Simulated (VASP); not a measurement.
# SnAu (P6_3/mmc) in VASP: single point with LDA

Aim: the single point of SnAu with LDA.

Everything below comes from runs of VASP 6.6.1. Logs are shortened: lines on timing, memory, paths and dates and some standing lists are left out, and cuts for length are marked.

**1. The cell of the first run**

Symmetry: P6_3/mmc, No. 194, hexagonal system. The conventional cell has a = 4.293 Å, b = 4.293 Å, c = 5.509 Å, α = 90.00°, β = 90.00°, γ = 120.00°. Within 3.8 Å of Sn (site symmetry -6m2) lie 6 Au at 2.84 Å and 6 Sn at 3.71 Å. Within 3.6 Å of Au (site symmetry -3m) lie 2 Au at 2.75 Å and 6 Sn at 2.84 Å.

**2. Single point, LDA**

INCAR reads:

```
SYSTEM = SnAu
  PREC = Accurate
  ENCUT = 520
  EDIFF = 1E-6
  ISMEAR = 0
  SIGMA = 0.1
  LREAL = .FALSE.
  LASPH = .TRUE.
  NELM = 80
  ALGO = Fast
  ISIF = 2
  LWAVE = .FALSE.
  LCHARG = .FALSE.
  NBANDS = 33
```

KPOINTS reads:

```
Automatic mesh
0
G
  12 12 8
  0 0 0
```

POSCAR reads:

```
SnAu
1.0
    4.2930097976      0.0000000000      0.0000000000
   -2.1465048988      3.7178555434      0.0000000000
    0.0000000000      0.0000000000      5.5086031574
Sn Au
2 2
Direct
    0.3333333333      0.6666666667      0.2500000000
    0.6666666667      0.3333333333      0.7500000000
    0.0000000000      0.0000000000      0.0000000000
    0.0000000000      0.0000000000      0.5000000000
```

Potentials or basis: VASP PAW LDA potentials, release 64 (Sn_d, Au).

On the command line:

```sh
$ cat potpaw_LDA.64/Sn_d/POTCAR potpaw_LDA.64/Au/POTCAR > POTCAR
$ mpirun -np 1 vasp_std > vasp.out
```

OUTCAR:

```text
SYSTEM = SnAu
   PREC = Accurate
   ENCUT = 520
   EDIFF = 1E-6
   ISMEAR = 0
   LREAL = .FALSE.
   LASPH = .TRUE.
   NELM = 80
   ISIF = 2

 ion  position               nearest neighbor table
   1  0.333  0.667  0.250-   3 2.84   4 2.84   3 2.84   4 2.84   3 2.84   4 2.84   2 3.71   2 3.71
                             2 3.71   2 3.71   2 3.71   2 3.71
   2  0.667  0.333  0.750-   3 2.84   4 2.84   3 2.84   4 2.84   3 2.84   4 2.84   1 3.71   1 3.71
                             1 3.71   1 3.71   1 3.71   1 3.71
   3  0.000  0.000  0.000-   4 2.75   4 2.75   1 2.84   2 2.84   1 2.84   2 2.84   2 2.84   1 2.84

   4  0.000  0.000  0.500-   3 2.75   3 2.75   1 2.84   2 2.84   1 2.84   2 2.84   2 2.84   1 2.84

  LATTYP: Found a hexagonal cell.
 ALAT       =     4.2930097976
 C/A-ratio  =     1.2831564374

  Lattice vectors:

 A1 = (   4.2930097976,   0.0000000000,   0.0000000000)
 A2 = (  -2.1465048988,   3.7178555434,   0.0000000000)
 A3 = (   0.0000000000,   0.0000000000,   5.5086031574)

Analysis of symmetry for initial positions (statically):
=====================================================================
 Subroutine PRICEL returns:
 Original cell was already a primitive cell.

 Routine SETGRP: Setting up the symmetry group for a
 hexagonal supercell.

 Subroutine GETGRP returns: Found 24 space group operations
 (whereof 12 operations were pure point group operations)
 out of a pool of 24 trial point group operations.

The static configuration has the point symmetry D_3d.
 The point group associated with its full space group is D_6h.

Analysis of symmetry for dynamics (positions and initial velocities):
=====================================================================
 Subroutine PRICEL returns:
 Original cell was already a primitive cell.

 Routine SETGRP: Setting up the symmetry group for a
 hexagonal supercell.

 Subroutine GETGRP returns: Found 24 space group operations
 (whereof 12 operations were pure point group operations)
 out of a pool of 24 trial point group operations.

The dynamic configuration has the point symmetry D_3d.
 The point group associated with its full space group is D_6h.

 Subroutine INISYM returns: Found 24 space group operations
 (whereof 12 operations are pure point group operations),
 and found     1 'primitive' translations

----------------------------------------------------------------------------------------

                                     Primitive cell

  volume of cell :      87.9217

  direct lattice vectors                    reciprocal lattice vectors
[... 96 lines left out ...]
   NFREE  =      0    steps in history (QN), initial steepest desc. (CG)
   ISIF   =      2    stress and relaxation
   ISYM   =      2    0-nonsym 1-usesym 2-fastsym
   POTIM  = 0.5000    time-step for ionic-motion
   TEBEG  =    0.0;   TEEND  =   0.0 temperature during run
   PSTRESS=    0.0 pullay stress
   NELECT =      50.0000    total number of electrons
   NUPDOWN=      -1.0000    fix difference up-down
   EMIN   =  10.00;   EMAX   =-10.00  energy-range for DOS
   EFERMI =   0.00;   METHOD = LEGACY
   ISMEAR =     0;   SIGMA  =   0.10  broadening in eV -4-tet -1-fermi 0-gaus
   EFERMI_NEDOS =   21; number of points for ismear=-14 and -15
   IALGO  =     68    algorithm
   IMIX   =      4    mixing-type and parameters
     AMIX     =   0.40;   BMIX     =  1.00
     AMIX_MAG =   1.60;   BMIX_MAG =  1.00
  volume/ion in A,a.u.               =      21.98       148.33
  Fermi-wavevector in a.u.,A,eV,Ry     =   1.356333  2.563097 25.029797  1.839638
  Thomas-Fermi vector in A             =   2.483345
   LORBIT       =      0    0 simple, 1 ext, 2 COOP (PROOUT), +10 PAW based schemes
   GGA     = CA    functional components
   LHFCALC =     F    Hartree Fock is set to
   AEXX    =    0.0000 exact exchange contribution
   IVDW    =     0    specifies the selected vdW correction
   LEPSILON=     F    determine dielectric tensor
   LRPA    =     F    only Hartree local field effects (RPA)
 non-spin polarized calculation
 RMM-DIIS sequential band-by-band and
 Gauss-broadening in eV      SIGMA  =   0.10
  energy-cutoff  :      520.00
  volume of cell :       87.92
 maximum number of plane-waves:      2391
 NGX is ok and might be reduce to    32
   NGX = 15   NGY = 15   NGZ = 21

 number of electron      49.9999997 magnetization

 Free energy of the ion-electron system (eV)
  ---------------------------------------------------
  ext. energy  EPLUGINS =         0.00000000
  ---------------------------------------------------
  free energy    TOTEN  =       -18.66475797 eV

  energy without entropy =      -18.65738671  energy(sigma->0) =      -18.66107234

 E-fermi :   8.6566     XC(G=0): -11.4448

 val. band max:        8.6440746156   @ k =   0.0833   0.0000   0.0000
 cond. band min:       8.6694449888   @ k =   0.2500  -0.0000   0.2500
 fundamental gap:      0.0253703732
 Fermi energy:         8.6565503246

 k-point     1 :       0.0000    0.0000    0.0000
  band No.  band energies     occupation
      1     -12.8918      2.00000
      2     -12.8918      2.00000
      3     -12.8698      2.00000
      4     -12.8698      2.00000
      5     -12.8618      2.00000
      6     -12.8618      2.00000
[... 853 lines left out ...]
     32      15.1124      0.00000
     33      16.5347      0.00000

 [... further k-points ...]

------------------------ aborting loop because EDIFF is reached ----------------------------------------

  FORCE on cell =-STRESS in cart. coord.  units (eV):
  Direction    XX          YY          ZZ          XY          YZ          ZX
  --------------------------------------------------------------------------------------
  -------------------------------------------------------------------------------------
  Total        0.0347908      0.0347908      0.0553681      0.0000000      0.0000000      0.0000000
  in kB        0.6339853      0.6339853      1.0089608      0.0000000      0.0000000      0.0000000
  external PRESSURE =       0.7589771 kB  Pullay stress =       0.0000000 kB

 VOLUME and BASIS-vectors are now :
 -----------------------------------------------------------------------------
  energy-cutoff  :      520.00
  volume of cell :       87.92
      direct lattice vectors                 reciprocal lattice vectors
     4.293009798  0.000000000  0.000000000     0.232936808  0.134486129  0.000000000
    -2.146504899  3.717855543  0.000000000     0.000000000  0.268972258  0.000000000
     0.000000000  0.000000000  5.508603157     0.000000000  0.000000000  0.181534224

 POSITION                                       TOTAL-FORCE (eV/Angst)
 -----------------------------------------------------------------------------------
     -0.00000      2.47857      1.37715        -0.000000      0.000000      0.000000
      2.14650      1.23929      4.13145         0.000000      0.000000     -0.000000
      0.00000      0.00000      0.00000        -0.000000      0.000000      0.000000
      0.00000      0.00000      2.75430        -0.000000      0.000000      0.000000
 -----------------------------------------------------------------------------------
    total drift:                               -0.000000      0.000000      0.000000

  FREE ENERGIE OF THE ION-ELECTRON SYSTEM (eV)
  ---------------------------------------------------
  free  energy   TOTEN  =       -18.6647579677 eV

  energy  without entropy=      -18.6573867090  energy(sigma->0) =      -18.66107234
```

Run time: 3.8 min. Hardware: 1 thread of Intel Xeon Platinum 8259CL at 2.50GHz (Skylake/Cascade Lake), shared host; peak memory 0.34 GiB.

Results:

```
Free energy            : -18.6648 eV
Pressure               : 0.1 GPa
Band gap on the k mesh : zero (bands 25 and 26 overlap by 4.93 eV)
```

Caveat: spin-orbit coupling is left out, which moves the levels of the heavy elements.
